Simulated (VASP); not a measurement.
Here is a VASP 6.6.1 calculation.

The input INCAR:

```
PREC = Accurate
ENCUT = 520
EDIFF = 1E-6
ISMEAR = 0
SIGMA = 0.01
LREAL = F
LASPH = T
NELM = 80
ALGO = Normal
ISIF = 2
LWAVE = F
LCHARG = F
NBANDS = 15
```

Contents of KPOINTS:

```
regular mesh
0
Gamma
  6 6 6
```

The input POSCAR:

```
KBr
1.0
    3.9758688753      0.0000000000      0.0000000000
    0.0000000000      3.9758688753      0.0000000000
    0.0000000000      0.0000000000      3.9758688753
K Br
1 1
Direct
    0.0000000000      0.0000000000      0.0000000000
    0.5000000000      0.5000000000      0.5000000000
```

Potentials or basis: VASP PAW LDA potentials, release 64 (K_sv, Br).

Launch:

```sh
$ cat potpaw_LDA.64/K_sv/POTCAR potpaw_LDA.64/Br/POTCAR > POTCAR
$ mpirun -np 1 vasp_std > vasp.out
```

Task: Estimate the band gap on the k mesh.

Result: 3.63 eV, indirect (least direct gap 3.92 eV).

Task: What does it give for the pressure?

Result: -2.0 GPa.

A k mesh can miss the band edges. Expect the measured gap to be larger: semilocal functionals such as LDA lack the derivative discontinuity.
